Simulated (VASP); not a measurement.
Runs of VASP 6.6.1 on BaTiO3. The structure is that of space group Pm-3m (No. 221), or close to it. The cells are those of the table. 

```csv
level,spin,cell,k mesh,grid for exact exchange (PRECFOCK),share of exact exchange,screening parameter,gap on the mesh (eV),pressure (GPa),moment (μB)
r2SCAN,"non-collinear, zero start, SOC","a = 4.034 Å, 5 atoms",6 × 6 × 6,-,-,-,-,-3.2,0.00
HSE06,off,"a = 4.154 Å, 5 atoms",4 × 4 × 4,Fast,0.25,0.2079 1/Å,2.82,(b),-
r2SCAN,"non-collinear, zero start, SOC","a = 3.994 Å, 5 atoms",6 × 6 × 6,-,-,-,-,2.0,0.00
HSE06,off,"a = 3.954 Å, 5 atoms",4 × 4 × 4,Fast,0.25,0.2079 1/Å,3.22,(a),-
```

Alike in all rows: task single point; potentials or basis VASP PAW PBE potentials, release 64 (Ba_sv, Ti_sv, O); cutoff (eV) 520; smearing gaussian 0.01 eV.

Problem. Fill in the values left out.

Solution. (a) 5.3; (b) -17.0.

Caveats: the PAW data sets were made with another functional, which shifts forces and pressure a little; the cell stands under tension (at least some runs); spin-orbit coupling is left out, which moves the levels of the heavy elements (at least some runs); the cell stands under pressure (at least some runs).

A k mesh can miss the band edges, and rows without SOC leave out spin-orbit coupling on Ba.
